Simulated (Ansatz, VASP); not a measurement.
## Two plane-wave programs on Zn

```xyz
1
Lattice="0.0000 1.9642 1.9642 1.9642 0.0000 1.9642 1.9642 1.9642 0.0000" Properties=species:S:1:pos:R:3 pbc="T T T"
Zn    0.0000    0.0000    0.0000
```

Alike in both runs: functional PBE; k mesh 18 × 18 × 18; occupations gaussian, width 0.1 eV; no spin polarisation.

Ansatz relaxed the structure, and its values are those at the end. VASP's run is a single point on that final structure, the one shown.

```csv
,VASP,Ansatz
version,VASP 6.6.1,Ansatz 0.2.0
potentials or method,"VASP PAW PBE potentials, release 64 (Zn), cutoff 520 eV","scalar-relativistic, plane waves, PAW"
valence electrons in the cell,12,12
```

|  | VASP | Ansatz | Ansatz less VASP |
| --- | --- | --- | --- |
| gap on the k mesh at the Fermi level (eV) | none | none | - |
| pressure (GPa) | 0.3 | 0.0 | -0.29 |

A gap of «none» marks a metal or a gap that the smearing closes.
